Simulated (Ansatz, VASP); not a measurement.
# Two plane-wave programs on TaAl5

File INCAR:

```
ALGO     = Normal         # electronic algorithm
EDIFF    = 1E-6           # SCF threshold, eV
EDIFFG   = -0.04          # ionic threshold
ENCUT    = 600            # plane-wave cutoff, eV
GGA      = PE             # functional
IBRION   = 2              # ionic algorithm
ISIF     = 3              # what is computed and relaxed
ISMEAR   = 0              # smearing method
LASPH    = True           # aspherical terms in the spheres
LCHARG   = False          # write CHGCAR
LREAL    = False          # projectors in reciprocal space
LWAVE    = False          # write WAVECAR
NELM     = 80             # most SCF steps
NSW      = 90             # ionic steps
PREC     = Accurate       # precision mode
SIGMA    = 0.1            # smearing width, eV
```

File KPOINTS:

```
k-points
0
Gamma
  6 6 4
```

Contents of POSCAR:

```
TaAl5
1.0
    5.1700982200      0.0000000000      0.0000000000
   -2.5850491100      4.4774363900      0.0000000000
    0.0000000000      0.0000000000      4.7404385500
Ta Al
1 5
Direct
    0.0000000000      0.0000000000      0.0000000000
    0.3130345300      0.0000000000      0.5000000000
    0.6869654700      0.6869654700      0.5000000000
    0.0000000000      0.3130345300      0.5000000000
    0.3333333300      0.6666666700      0.0000000000
    0.6666666700      0.3333333300      0.0000000000
```

Input for Ansatz:

```yaml
crystal:
  lattice:
    - [5.17009822, 0.0, 0.0]
    - [-2.58504911, 4.47743639, 0.0]
    - [0.0, 0.0, 4.74043855]
  atoms:
    - { symbol: Ta, position: [0.0, 0.0, 0.0] }
    - { symbol: Al, position: [0.31303453, 0.0, 0.5] }
    - { symbol: Al, position: [0.68696547, 0.68696547, 0.5] }
    - { symbol: Al, position: [0.0, 0.31303453, 0.5] }
    - { symbol: Al, position: [0.33333333, 0.66666667, 0.0] }
    - { symbol: Al, position: [0.66666667, 0.33333333, 0.0] }
basis:
  ecutwfc: 420
kpoints:
  mp_grid: { grid: [6, 6, 4] }
hamiltonian:
  xc: pbe
scf:
  occupations: { method: gaussian, width: 0.1 }
  lower_state_search: "off"
output:
  forces: true
  stress: true
  eigenvalues: true
relax:
  adjacent_minimum: "off"
  f_tol: 0.04
  max_steps: 70
  cell: { stress_tol: 0.4 }
```

Change from the starting cell: species swapped into the Mg5Pd type (P-62m, No. 189).

Alike in both runs: task relaxation of cell and atoms; functional PBE; k mesh 6 × 6 × 4; occupations gaussian, width 0.1 eV; no spin polarisation.

|  | VASP | Ansatz |
| --- | --- | --- |
| version | VASP 6.6.1 | Ansatz 0.2.0 |
| potentials or method | VASP PAW PBE potentials, release 64 (Ta_pv, Al), cutoff 600 eV | scalar-relativistic, plane waves, PAW |
| valence electrons in the cell | 26 | 28 |

Ansatz gave:

```
gap on the k mesh at the Fermi level, each at its own relaxed structure (eV) : none
relaxed volume (Å³/atom)                                                     : 16.44
relaxed cell length with the largest relative difference (Å)                 : 5.029
```

Q: What did VASP give for the same quantities?

A: gap on the k mesh at the Fermi level, each at its own relaxed structure (eV): none; relaxed volume (Å³/atom): 16.51; relaxed cell length with the largest relative difference (Å): 5.044.

A gap of «none» marks a metal or a gap that the smearing closes. VASP's potentials hold 26 valence electrons a cell and Ansatz's 28, so a difference there can come from the potentials and not from the codes.

Neither program's run includes spin-orbit coupling.
